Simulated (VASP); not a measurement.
Input of a VASP 6.6.1 run:

The input POSCAR:

```
Cd
1.0
    1.6847153450      0.9726708579      2.5660928333
   -1.6847153450      0.9726708579      2.5660928333
    0.0000000000     -1.9453417159      2.5660928333
Cd
1
Direct
    0.0000000000      0.0000000000      0.0000000000
```

Contents of INCAR.step1:

```
PREC = Accurate ; ENCUT = 550
ISMEAR = -5 ; SIGMA = 0.05
LREAL = F ; LASPH = T
NELM = 120 ; NBANDS = 12
GGA = PE ; ALGO = Normal
EDIFF = 1E-5 ; LWAVE = T
LCHARG = F ; GGA_COMPAT = F
```

File INCAR.step2:

```
PREC = Accurate ; ENCUT = 550
EDIFF = 1E-6 ; ISMEAR = -5
SIGMA = 0.05 ; LREAL = F
LASPH = T ; NELM = 120
ALGO = Normal ; ISIF = 2
LWAVE = F ; LCHARG = F
METAGGA = R2SCAN ; LMIXTAU = T
LUSE_VDW = T ; IVDW_NL = 2
BPARAM = 11.95 ; CPARAM = 0.0093
NBANDS = 12 ; ISTART = 1
GGA_COMPAT = F
```

Contents of KPOINTS:

```
regular mesh
0
Gamma
  10 10 10
```

Potentials or basis: VASP PAW PBE potentials, release 64 (Cd).

Launch:

```bash
$ cat potpaw_PBE.64/Cd/POTCAR > POTCAR
$ cp INCAR.step1 INCAR
$ mpirun -np 1 vasp_std > vasp.out
$ cp INCAR.step2 INCAR
$ mpirun -np 1 vasp_std > vasp.out
```

**Question.** What does it give for the pressure?

**Answer.** -6.0 GPa.

**Question.** What does it give for the band gap on the k mesh?

**Answer.** Zero (bands 6 and 7 overlap by 3.03 eV).

Stress tensor (GPa, compression positive):
```
-5.33  0.00  0.00
 0.00 -5.33  0.00
 0.00  0.00 -7.48
```

Caveat: the cell stands under tension; the PAW data sets were made with another functional, which shifts forces and pressure a little; tetrahedron occupations give inexact forces and stress in metals.
